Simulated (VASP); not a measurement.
# PbI2: single point with PBEsol

The system is PbI2.

```xyz
3
Lattice="4.5550 0.0000 0.0000 -2.2775 3.9447 0.0000 0.0000 0.0000 6.9770" Properties=species:S:1:pos:R:3 pbc="T T T"
Pb    0.0000    0.0000    0.0000
I     0.0000    2.6298    1.8489
I     2.2775    1.3149    5.1281
```

```
Program                : VASP 6.6.1
Task                   : single point
Functional             : PBEsol
Potentials or basis    : VASP PAW PBE potentials, release 64 (Pb_d, I)
Cutoff                 : 500 eV
k mesh                 : 9 × 9 × 4
Occupations            : gaussian, width 0.05 eV
Spin                   : no spin polarisation
Dipole correction      : no
Further INCAR settings : ALGO = Normal; EDIFF = 1e-06; NBANDS = 21
```

```
Pressure               : 0.0 GPa
Largest force          : 0.010 eV/Å
Band gap on the k mesh : 2.12 eV, direct
```

Forces on the atoms (eV/Å):
```
Pb   0.000  0.000  0.000
I    0.000  0.000  0.010
I    0.000  0.000 -0.010
```

Stress tensor (GPa, compression positive):
```
0.00 0.00 0.00
0.00 0.00 0.00
0.00 0.00 0.15
```

Levels at points of the mesh, in eV from the valence-band top:
| k point | band 10 | band 11 | band 12 | band 13 | band 14 | band 15 | band 16 | band 17 | band 18 | band 19 |
| --- | --- | --- | --- | --- | --- | --- | --- | --- | --- | --- |
| (0.00, 0.00, 0.00) | -1.02 | -1.02 | -0.93 | -0.93 | -0.71 | 2.37 | 3.31 | 3.31 | 6.24 | 7.39 |
| (0.00, 0.00, 0.50) | -1.16 | -1.16 | -0.75 | -0.75 | 0.00 | 2.12 | 3.12 | 3.12 | 6.29 | 7.24 |

It took 2.3 min on 1 thread of AMD EPYC 7R43 64-Core Processor (Zen 3), on a shared host, peak memory 0.26 GiB.

Caveat: the PAW data sets were made with another functional, which shifts forces and pressure a little; spin-orbit coupling is left out, which moves the levels of the heavy elements; this functional lacks dispersion, which binds the layers, so the pressure and a relaxed spacing across them are unreliable. A k mesh can miss the band edges.
